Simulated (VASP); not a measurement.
Wanted: the native input for a VASP 6.6.1 run.

* Task: density of states
* Functional: PBE
* Potentials or basis: VASP PAW PBE potentials, release 64 (Ag)
* Cutoff: 520 eV
* k mesh: 11 × 11 × 11
* Occupations: methfessel-paxton, width 0.05 eV
* Spin: collinear spin, ferromagnetic start
* Starting moments: [0.5] μB
* Dipole correction: no
* k mesh for the DOS: 17 × 17 × 17
* Occupations for the DOS: tetrahedron
* Further INCAR settings: ALGO = Normal; EDIFF = 1e-07

The system is Ag.

```
Ag
1.0
     2.76837    0.00000    0.00000
     1.38419    2.39748    0.00000
     1.38419    0.79916    2.26037
Ag
1
Cartesian
  0.0000 0.0000 0.0000
```

One way to write it, as run:

POSCAR

```
Ag
1.0
    2.7683719555      0.0000000000      0.0000000000
    1.3841859778      2.3974804406      0.0000000000
    1.3841859778      0.7991601469      2.2603662364
Ag
1
Direct
    0.0000000000      0.0000000000      0.0000000000
```

INCAR.step1

```
SYSTEM = Ag
PREC = Accurate ; ENCUT = 520
EDIFF = 1E-7 ; ISMEAR = 1
SIGMA = 0.05 ; LREAL = .False.
LASPH = .True. ; NELM = 150
ALGO = Normal ; ISIF = 2
LWAVE = .False. ; LCHARG = .True.
ISPIN = 2 ; MAGMOM = 0.5
LMAXMIX = 4 ; GGA = PE
NBANDS = 16
```

KPOINTS.step1

```
Automatic mesh
0
Gamma
  11 11 11
  0 0 0
```

INCAR.step2

```
SYSTEM = Ag
PREC = Accurate ; ENCUT = 520
EDIFF = 1E-7 ; ISMEAR = -5
SIGMA = 0.05 ; LREAL = .False.
LASPH = .True. ; NELM = 150
ALGO = Normal ; ISIF = 2
LWAVE = .False. ; LCHARG = .False.
ISPIN = 2 ; MAGMOM = 0.5
LORBIT = 11 ; LMAXMIX = 4
GGA = PE ; NEDOS = 1001
ICHARG = 11
```

KPOINTS.step2

```
Automatic mesh
0
Gamma
  17 17 17
  0 0 0
```

Potentials or basis: VASP PAW PBE potentials, release 64 (Ag).

Command:

```bash
$ cat potpaw_PBE.64/Ag/POTCAR > POTCAR
$ cp INCAR.step1 INCAR
$ cp KPOINTS.step1 KPOINTS
$ mpirun -np 1 vasp_std > vasp.out
$ cp INCAR.step2 INCAR
$ cp KPOINTS.step2 KPOINTS
$ mpirun -np 1 vasp_std > vasp.out
```

Results of the run:

```
Net moment                                            : 0.00 μB per cell
Valence electrons inside the program's atomic spheres : Ag 10.04
```

It took 96 s on 1 thread of AMD EPYC 7R13 (shared host), peak memory 0.14 GiB.
